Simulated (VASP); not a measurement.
# Br (Immm) in VASP: further runs

Runs on Br. Level: PBEsol. Tasks: single point, relaxation of cell and atoms.

Everything below comes from runs of VASP 6.6.1. Logs are shortened: lines on timing, memory, paths and dates and some standing lists are left out, and cuts for length are marked.

### 1 The cell of the first run

Symmetry: Immm, No. 71, orthorhombic system. Conventional cell: a = 2.550 Å, b = 3.371 Å, c = 7.167 Å, α = 90.00°, β = 90.00°, γ = 90.00°. Br (site symmetry mmm) has 4 Br at 2.55 to 3.37 Å within 3.4 Å.

### 2 Single point, PBEsol

Contents of INCAR:

```
SYSTEM = Br
ALGO     = Normal         ! electronic algorithm
EDIFF    = 1E-6           ! SCF threshold, eV
ENCUT    = 520            ! plane-wave cutoff, eV
GGA      = PS             ! functional
ISIF     = 2              ! what is computed and relaxed
ISMEAR   = -1             ! smearing method
LASPH    = .True.         ! aspherical terms in the spheres
LCHARG   = .True.         ! write CHGCAR
LELF     = .True.         ! ELF
LREAL    = .False.        ! projectors in reciprocal space
LVHAR    = .True.       
LWAVE    = .False.        ! write WAVECAR
NBANDS   = 10             ! bands
NELM     = 60             ! most SCF steps
PREC     = Accurate       ! precision mode
SIGMA    = 0.05           ! smearing width, eV
```

Contents of KPOINTS:

```
k-points
0
Gamma
  13 13 13
  0 0 0
```

Contents of POSCAR:

```
Br
1.0
   -1.2750920445      1.6855363251      3.5834529781
    1.2750920445     -1.6855363251      3.5834529781
    1.2750920445      1.6855363251     -3.5834529781
Br
1
Direct
    0.0000000000      0.0000000000      0.0000000000
```

Potentials or basis: VASP PAW PBE potentials, release 64 (Br).

Started as:

```bash
> cat potpaw_PBE.64/Br/POTCAR > POTCAR
> mpirun -np 1 vasp_std > vasp.out
```

OUTCAR:

```text
SYSTEM = Br
   EDIFF = 1E-6
   ENCUT = 520
   GGA = PS
   ISIF = 2
   ISMEAR = -1
   LASPH = .True.
   LREAL = .False.
   NELM = 60
   PREC = Accurate

 ion  position               nearest neighbor table
   1  0.000  0.000  0.000-

  LATTYP: Found a body centered orthorhombic cell.
 ALAT       =     2.5501840890
 B/A-ratio  =     1.3218938447
 C/A-ratio  =     2.8103484714

  Lattice vectors:

 A1 = (  -1.2750920445,   1.6855363251,   3.5834529781)
 A2 = (   1.2750920445,  -1.6855363251,   3.5834529781)
 A3 = (   1.2750920445,   1.6855363251,  -3.5834529781)

Analysis of symmetry for initial positions (statically):
=====================================================================
 Subroutine PRICEL returns:
 Original cell was already a primitive cell.

 Routine SETGRP: Setting up the symmetry group for a
 body centered orthorhombic supercell.

 Subroutine GETGRP returns: Found  8 space group operations
 (whereof  8 operations were pure point group operations)
 out of a pool of  8 trial point group operations.

The static configuration has the point symmetry D_2h.

Analysis of symmetry for dynamics (positions and initial velocities):
=====================================================================
 Subroutine PRICEL returns:
 Original cell was already a primitive cell.

 Routine SETGRP: Setting up the symmetry group for a
 body centered orthorhombic supercell.

 Subroutine GETGRP returns: Found  8 space group operations
 (whereof  8 operations were pure point group operations)
 out of a pool of  8 trial point group operations.

The dynamic configuration has the point symmetry D_2h.

 Subroutine INISYM returns: Found  8 space group operations
 (whereof  8 operations are pure point group operations),
 and found     1 'primitive' translations

----------------------------------------------------------------------------------------

                                     Primitive cell

  volume of cell :      30.8064

  direct lattice vectors                    reciprocal lattice vectors
    -1.275092045  1.685536325  3.583452978     0.000000000  0.296641486  0.139530225
     1.275092045 -1.685536325  3.583452978     0.392128554  0.000000000  0.139530225
     1.275092045  1.685536325 -3.583452978     0.392128554  0.296641486  0.000000000

  length of vectors
     4.160291777  4.160291777  4.160291777     0.327818326  0.416213271  0.491691951

  position of ions in fractional coordinates (direct lattice)
     0.000000000  0.000000000  0.000000000

  ion indices of the primitive-cell ions
   primitive index   ion index
                 1           1

----------------------------------------------------------------------------------------

 KPOINTS: k-points

Automatic generation of k-mesh.
 Grid dimensions read from file:
 generate k-points for:   13   13   13

 Generating k-lattice:

  Cartesian coordinates                     Fractional coordinates (reciprocal lattice)
     0.000000000  0.022818576  0.010733094     0.076923077  0.000000000  0.000000000
     0.030163735  0.000000000  0.010733094     0.000000000  0.076923077  0.000000000
     0.030163735  0.022818576  0.000000000     0.000000000  0.000000000  0.076923077

  Length of vectors
     0.025216794  0.032016405  0.037822458

  Shift w.r.t. Gamma in fractional coordinates (k-lattice)
     0.000000000  0.000000000  0.000000000

 Subroutine IBZKPT returns following result:
 ===========================================

 Found    343 irreducible k-points:

 Following reciprocal coordinates:
            Coordinates               Weight
  0.000000  0.000000  0.000000      1.000000
  0.076923  0.000000 -0.000000      4.000000
  0.153846  0.000000 -0.000000      4.000000
  0.230769  0.000000 -0.000000      4.000000
  0.307692  0.000000 -0.000000      4.000000
  0.384615  0.000000 -0.000000      4.000000
[... 16 lines left out ...]
  0.153846  0.153846 -0.000000      8.000000
  0.230769  0.153846 -0.000000      8.000000
 [... further k-points ...]
   k-points           NKPTS =    343   k-points in BZ     NKDIM =    343   number of bands    NBANDS=     10
   number of dos      NEDOS =    301   number of ions     NIONS =      1
   total plane-waves  NPLWV =  32768
   dimension x,y,z NGX =    32 NGY =   32 NGZ =   32
   dimension x,y,z NGXF=    64 NGYF=   64 NGZF=   64
   ions per type =               1
   NGX,Y,Z   is equivalent  to a cutoff of  12.79, 12.79, 12.79 a.u.
   NGXF,Y,Z  is equivalent  to a cutoff of  25.57, 25.57, 25.57 a.u.
 SYSTEM =  Br
   PREC   = accura    normal or accurate (medium, high low for compatibility)
   ISTART =      0    job   : 0-new  1-cont  2-samecut
   ICHARG =      2    charge: 1-file 2-atom 10-const
   ISPIN  =      1    spin polarized calculation?
   LNONCOLLINEAR =      F non collinear calculations
   LSORBIT =      F    spin-orbit coupling
   LASPH  =      T    aspherical Exc in radial PAW
   ENCUT  =  520.0 eV  38.22 Ry    6.18 a.u.   7.74  7.74  7.74*2*pi/ulx,y,z
   NELM   =     60;   NELMIN=  2; NELMDL= -5     # of ELM steps
   EDIFF  = 0.1E-05   stopping-criterion for ELM
   LREAL  =      F    real-space projection
   EDIFFG = 0.1E-04   stopping-criterion for IOM
   NSW    =      0    number of steps for IOM
   IBRION =     -1    ionic relax: 0-MD 1-quasi-New 2-CG
   NFREE  =      0    steps in history (QN), initial steepest desc. (CG)
   ISIF   =      2    stress and relaxation
   ISYM   =      2    0-nonsym 1-usesym 2-fastsym
   POTIM  = 0.5000    time-step for ionic-motion
   TEBEG  =    0.0;   TEEND  =   0.0 temperature during run
   PSTRESS=    0.0 pullay stress
   NELECT =       7.0000    total number of electrons
   NUPDOWN=      -1.0000    fix difference up-down
   EMIN   =  10.00;   EMAX   =-10.00  energy-range for DOS
   EFERMI =   0.00;   METHOD = LEGACY
   ISMEAR =    -1;   SIGMA  =   0.05  broadening in eV -4-tet -1-fermi 0-gaus
   EFERMI_NEDOS =   21; number of points for ismear=-14 and -15
   IALGO  =     38    algorithm
   IMIX   =      4    mixing-type and parameters
     AMIX     =   0.40;   BMIX     =  1.00
     AMIX_MAG =   1.60;   BMIX_MAG =  1.00
  volume/ion in A,a.u.               =      30.81       207.89
  Fermi-wavevector in a.u.,A,eV,Ry     =   0.998988  1.887814 13.578309  0.997978
  Thomas-Fermi vector in A             =   2.131249
   LORBIT       =      0    0 simple, 1 ext, 2 COOP (PROOUT), +10 PAW based schemes
   GGA     = PS    functional components
   LHFCALC =     F    Hartree Fock is set to
   AEXX    =    0.0000 exact exchange contribution
   IVDW    =     0    specifies the selected vdW correction
   LEPSILON=     F    determine dielectric tensor
   LRPA    =     F    only Hartree local field effects (RPA)
 non-spin polarized calculation
  energy-cutoff  :      520.00
  volume of cell :       30.81
 maximum number of plane-waves:       843
   NGX = 15   NGY = 15   NGZ = 15

 number of electron       6.9999999 magnetization

 Free energy of the ion-electron system (eV)
  ---------------------------------------------------
  ext. energy  EPLUGINS =         0.00000000
  ---------------------------------------------------
  free energy    TOTEN  =        -1.78768837 eV

  energy without entropy =       -1.78357961  energy(sigma->0) =       -1.78563399

 E-fermi :   0.3807     XC(G=0):  -8.4994

 val. band max:        0.3282630909   @ k =  -0.1538   0.2308   0.0769
 cond. band min:       0.3851312936   @ k =  -0.3077   0.3846   0.3077
 fundamental gap:      0.0568682027
 Fermi energy:         0.3806937158

 k-point     1 :       0.0000    0.0000    0.0000
  band No.  band energies     occupation
      1     -15.6087      2.00000
      2      -1.6346      2.00000
      3      -0.7200      2.00000
      4       4.4878      0.00000
      5       5.5559      0.00000
      6       9.4530      0.00000
      7      12.6446      0.00000
      8      13.3974      0.00000
      9      14.8796      0.00000
     10      20.6293      0.00000

 k-point     2 :       0.0769    0.0000   -0.0000
  band No.  band energies     occupation
      1     -15.5803      2.00000
      2      -1.6696      2.00000
      3      -0.9856      2.00000
      4       4.4982      0.00000
      5       5.8391      0.00000
      6       9.7094      0.00000
      7      11.8518      0.00000
      8      13.4214      0.00000
      9      15.9891      0.00000
     10      20.7022      0.00000

 k-point     3 :       0.1538    0.0000   -0.0000
  band No.  band energies     occupation
      1     -15.5001      2.00000
      2      -1.8497      2.00000
      3      -1.5358      2.00000
      4       4.5271      0.00000
      5       6.4947      0.00000
      6      10.1655      0.00000
      7      11.1283      0.00000
      8      13.4908      0.00000
      9      17.9833      0.00000
     10      20.9064      0.00000

 k-point     4 :       0.2308    0.0000   -0.0000
  band No.  band energies     occupation
      1     -15.3826      2.00000
      2      -2.5065      2.00000
      3      -1.7476      2.00000
      4       4.5684      0.00000
      5       7.0869      0.00000
      6       9.8980      0.00000
      7      12.0901      0.00000
      8      13.5979      0.00000
      9      20.2142      0.00000
     10      21.1519      0.00000
[... 222 lines left out ...]
 k-point    22 :       0.0769    0.1538   -0.0000
  band No.  band energies     occupation
      1     -15.1102      2.00000
      2      -1.5661      2.00000
      3      -0.6252      2.00000
      4       1.4082      0.00000
      5       6.7914      0.00000
      6       9.9845      0.00000
      7      12.7608      0.00000
      8      15.3525      0.00000
      9      17.0418      0.00000
     10      17.1218      0.00000

 k-point    23 :       0.1538    0.1538   -0.0000
  band No.  band energies     occupation
      1     -15.0236      2.00000
      2      -1.7920      2.00000
      3      -1.1677      2.00000
      4       1.4439      0.00000
      5       7.5135      0.00000
      6      10.3098      0.00000
      7      12.3746      0.00000
      8      15.6624      0.00000
      9      16.8868      0.00000
     10      18.1527      0.00000

 k-point    24 :       0.2308    0.1538   -0.0000
  band No.  band energies     occupation
      1     -14.9047      2.00000
      2      -2.2564      2.00000
      3      -1.5502      2.00000
      4       1.5005      0.00000
      5       7.9289      0.00000
      6      10.7275      0.00000
      7      12.9605      0.00000
      8      15.8371      0.00000
      9      16.7291      0.00000
     10      17.8787      0.00000

 [... further k-points ...]

------------------------ aborting loop because EDIFF is reached ----------------------------------------

  FORCE on cell =-STRESS in cart. coord.  units (eV):
  Direction    XX          YY          ZZ          XY          YZ          ZX
  --------------------------------------------------------------------------------------
  -------------------------------------------------------------------------------------
  Total        0.0210197     -0.0006456      0.0016359     -0.0000000      0.0000000      0.0000000
  in kB        1.0931884     -0.0335759      0.0850782     -0.0000000      0.0000000      0.0000000
  external PRESSURE =       0.3815636 kB  Pullay stress =       0.0000000 kB

 VOLUME and BASIS-vectors are now :
 -----------------------------------------------------------------------------
  energy-cutoff  :      520.00
  volume of cell :       30.81
      direct lattice vectors                 reciprocal lattice vectors
    -1.275092045  1.685536325  3.583452978     0.000000000  0.296641486  0.139530225
     1.275092045 -1.685536325  3.583452978     0.392128554  0.000000000  0.139530225
     1.275092045  1.685536325 -3.583452978     0.392128554  0.296641486  0.000000000

 POSITION                                       TOTAL-FORCE (eV/Angst)
 -----------------------------------------------------------------------------------
      0.00000      0.00000      0.00000        -0.000000     -0.000000     -0.000000
 -----------------------------------------------------------------------------------
    total drift:                               -0.000000      0.000000      0.000000

  FREE ENERGIE OF THE ION-ELECTRON SYSTEM (eV)
  ---------------------------------------------------
  free  energy   TOTEN  =        -1.7876883659 eV

  energy  without entropy=       -1.7835796107  energy(sigma->0) =       -1.78563399
```

Run time: 46 s. Hardware: 1 thread of Intel Xeon Platinum 8488C (Sapphire Rapids), shared host; peak memory 0.24 GiB.

Results:

| Property | Result |
| --- | --- |
| Free energy | -1.7877 eV |
| Pressure | 0.0 GPa |

Stress tensor (GPa, compression positive):
```
0.11 0.00 0.00
0.00 0.00 0.00
0.00 0.00 0.01
```

Levels at points of the mesh, in eV from the Fermi level:
| k point | band 1 | band 2 | band 3 | band 4 | band 5 | band 6 | band 7 |
| --- | --- | --- | --- | --- | --- | --- | --- |
| (0.00, 0.00, 0.00) | -15.99 | -2.02 | -1.10 | 4.11 | 5.18 | 9.07 | 12.26 |

Caveat: the PAW data sets were made with another functional, which shifts forces and pressure a little; an odd number of electrons without spin polarisation forces a metal; a magnetic or distorted state may lie lower.

### 3 Relaxation of cell and atoms, PBEsol

This run uses another cell than the first one, of 31.68 Å³/atom, 1.028 times its volume.

Contents of INCAR:

```
SYSTEM = Br
PREC = Accurate
ENCUT = 600
EDIFF = 1E-6
ISMEAR = -1
SIGMA = 0.05
LREAL = .FALSE.
LASPH = .TRUE.
NELM = 100
ALGO = Normal
ISIF = 3
LWAVE = .FALSE.
LCHARG = .FALSE.
GGA = PS
IBRION = 2
NSW = 60
EDIFFG = -0.01
```

Contents of KPOINTS:

```
Automatic mesh
0
G
  13 13 13
  0 0 0
```

Contents of POSCAR:

```
Br
1.0
   -1.2867684050      1.7199972000      3.5779911600
    1.2867684050     -1.7199972000      3.5779911600
    1.2867684050      1.7199972000     -3.5779911600
Br
1
Direct
    0.0000000000      0.0000000000      0.0000000000
```

Potentials or basis: VASP PAW PBE potentials, release 64 (Br).

Started as:

```bash
> cat potpaw_PBE.64/Br/POTCAR > POTCAR
> mpirun -np 1 vasp_std > vasp.out
```

Wall time 2.8 min (1 thread of Intel Xeon Platinum 8488C (Sapphire Rapids), shared host); peak memory 0.28 GiB.

Results (log left out):

| Quantity | Value |
| --- | --- |
| Free energy | -1.7879 eV |
| Relaxed volume | 30.84 Å³/atom |
| Relaxed cell | a = 4.158 Å, b = 4.158 Å, c = 4.158 Å, α = 144.27°, β = 132.08°, γ = 61.19° |
| Space group after relaxing (to 0.05 Å) | Immm (No. 71) |
| Energy gained by relaxing | 3.2 meV/atom |
| Ionic steps | 5 |
| Pressure after relaxing | 0.0 GPa |

Step by step:
| step | energy change (eV) | largest force (eV/Å) | pressure (GPa) | volume (Å³) |
| --- | --- | --- | --- | --- |
| 1 | 0.0000 | 0.0000 | -0.95 | 31.68 |
| 2 | 0.0011 | 0.0000 | 0.97 | 30.82 |
| 3 | -0.0024 | 0.0000 | -0.11 | 31.28 |
| 4 | -0.0027 | 0.0000 | -0.10 | 31.17 |
| 5 | -0.0032 | 0.0000 | -0.02 | 30.84 |

Final structure:
```xyz
1
Lattice="-1.2757 1.6887 3.5795 1.2757 -1.6887 3.5795 1.2757 1.6887 -3.5795" Properties=species:S:1:pos:R:3 pbc="T T T"
Br    0.0000    0.0000    0.0000
```

Levels at points of the mesh, in eV from the Fermi level:
```csv
k point,band 1,band 2,band 3,band 4,band 5,band 6,band 7
"(0.00, 0.00, 0.00)",-15.98,-2.00,-1.10,4.11,5.18,9.09,12.24
```

Caveat: the PAW data sets were made with another functional, which shifts forces and pressure a little; an odd number of electrons without spin polarisation forces a metal; a magnetic or distorted state may lie lower.

### 4 Relaxation of cell and atoms, PBEsol, target pressure 2 GPa, at which the enthalpy is minimised

This run uses another cell than the first one, of 31.68 Å³/atom, 1.028 times its volume.

INCAR: that of step 3 with these lines changed.

```diff
@@ -8,3 +8,3 @@
 LASPH = .TRUE.
-NELM = 100
+NELM = 80
 ALGO = Normal
@@ -17 +17,2 @@
 EDIFFG = -0.01
+PSTRESS = 20.0
```

Contents of KPOINTS:

```
regular mesh
0
G
  13 13 13
  0 0 0
```

POSCAR is that of step 3.

Started as:

```bash
> cat potpaw_PBE.64/Br/POTCAR > POTCAR
> mpirun -np 1 vasp_std > vasp.out
```

Wall time 9.6 min (1 thread of Intel Xeon Platinum 8488C (Sapphire Rapids), shared host); peak memory 0.27 GiB.

The run converged. Its results:

* Free energy: -1.7683 eV
* Relaxed volume: 26.71 Å³/atom
* Relaxed cell: a = 3.828 Å, b = 3.828 Å, c = 3.828 Å, α = 141.34°, β = 129.40°, γ = 65.44°
* Space group after relaxing (to 0.05 Å): Immm (No. 71)
* Energy change on relaxing (the enthalpy is what falls): +16.4 meV/atom
* Ionic steps: 23
* Pressure after relaxing: 2.0 GPa

Stress tensor (GPa, compression positive):
```
2.06 0.00 0.00
0.00 1.95 0.00
0.00 0.00 2.01
```

The path:
```tsv
step	energy change (eV)	largest force (eV/Å)	pressure (GPa)	volume (Å³)
1	0.0000	0.0000	-0.95	31.68
2	0.0253	0.0000	3.58	29.07
3	0.0026	0.0000	1.37	30.14
4	0.0031	0.0000	1.61	28.82
5	0.0130	0.0000	2.13	27.45
6	0.0108	0.0000	1.55	27.41
7	0.0106	0.0000	1.19	27.38
8	0.0113	0.0000	1.40	27.22
9	0.0153	0.0000	2.03	26.81
10	0.0142	0.0000	1.87	26.90
11	0.0143	0.0000	1.92	26.89
12	0.0148	0.0000	1.89	26.85
13	0.0161	0.0000	1.87	26.74
14	0.0192	0.0000	1.99	26.51
15	0.0170	0.0000	1.94	26.67
16	0.0167	0.0000	1.96	26.69
17	0.0164	0.0000	1.95	26.71
18	0.0162	0.0000	1.94	26.73
19	0.0162	0.0000	1.97	26.73
20	0.0162	0.0000	1.97	26.73
21	0.0163	0.0000	1.99	26.72
22	0.0163	0.0000	2.00	26.72
23	0.0164	0.0000	2.00	26.71
```

Final structure:
```cif
data_structure
_symmetry_space_group_name_H-M 'P 1'
_symmetry_Int_Tables_number 1
_cell_length_a 3.8283
_cell_length_b 3.8283
_cell_length_c 3.8283
_cell_angle_alpha 141.341
_cell_angle_beta 129.400
_cell_angle_gamma 65.443
_cell_volume 26.71
loop_
_atom_site_label
_atom_site_type_symbol
_atom_site_fract_x
_atom_site_fract_y
_atom_site_fract_z
_atom_site_occupancy
Br1 Br 0.00000 0.00000 0.00000 1
```

Levels at points of the mesh, in eV from the Fermi level:
```csv
k point,band 1,band 2,band 3,band 4,band 5,band 6,band 7
"(0.00, 0.00, 0.00)",-16.41,-1.59,-0.92,4.14,5.56,9.65,12.08
```

Caveat: the cell is relaxed towards a set pressure, so the enthalpy falls and the energy may rise; the volume moved by over 15 % at a fixed basis, so the end points are rough; the PAW data sets were made with another functional, which shifts forces and pressure a little; an odd number of electrons without spin polarisation forces a metal; a magnetic or distorted state may lie lower.

### 5 The runs side by side

```csv
task,cell,cutoff (eV),gap on the mesh (eV),pressure (GPa)
single point,"a = 4.160 Å, angles 144.3, 132.2, 61.1°, 1 atom",520,none,0.0
relaxation of cell and atoms,"relaxed from a = 4.173 Å, angles 144.1, 131.3, 62.0°, 1 atom",600,none,0.0
relaxation of cell and atoms,"relaxed to 2 GPa from a = 4.173 Å, angles 144.1, 131.3, 62.0°, 1 atom",600,none,2.0
```

Alike in all rows: level PBEsol; potentials or basis VASP PAW PBE potentials, release 64 (Br); no spin polarisation; k mesh 13 × 13 × 13; smearing fermi-dirac 0.05 eV.

Caveats: the PAW data sets were made with another functional, which shifts forces and pressure a little; an odd number of electrons without spin polarisation forces a metal; a magnetic or distorted state may lie lower; the cell is relaxed towards a set pressure, so the enthalpy falls and the energy may rise (some runs); the volume moved by over 15 % at a fixed basis, so the end points are rough (some runs).

Absolute energies hang on the potentials; compare differences alone.
